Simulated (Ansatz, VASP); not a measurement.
# Re in VASP and in Ansatz

```
CELL_PARAMETERS angstrom
2.73755 0.00000 0.00000
-1.36877 2.37079 0.00000
0.00000 0.00000 4.41485
ATOMIC_POSITIONS crystal
Re 0.33333 0.66667 0.25000
Re 0.66667 0.33333 0.75000
```

Alike in both runs: functional LDA; k mesh 9 × 9 × 4; occupations gaussian, width 0.1 eV; no spin polarisation.

Ansatz relaxed the structure, and its values are those at the end. VASP's run is a single point on that final structure, the one shown.

|  | VASP | Ansatz |
| --- | --- | --- |
| version | VASP 6.6.1 | Ansatz 0.2.0 |
| potentials or method | VASP PAW LDA potentials, release 64 (Re_sv_GW), cutoff 500 eV | scalar-relativistic, plane waves, PAW |
| valence electrons in the cell | 30 | 30 |

VASP gave:

```
gap on the k mesh at the Fermi level (eV) : none
pressure (GPa)                            : -0.9
```

Estimate Ansatz's values.

gap on the k mesh at the Fermi level (eV): none; pressure (GPa): 0.1.

LDA's correlation is that of Perdew and Zunger in VASP and of Perdew and Wang (1992) in Ansatz. A gap of «none» marks a metal or a gap that the smearing closes.

Spin-orbit coupling is off throughout.
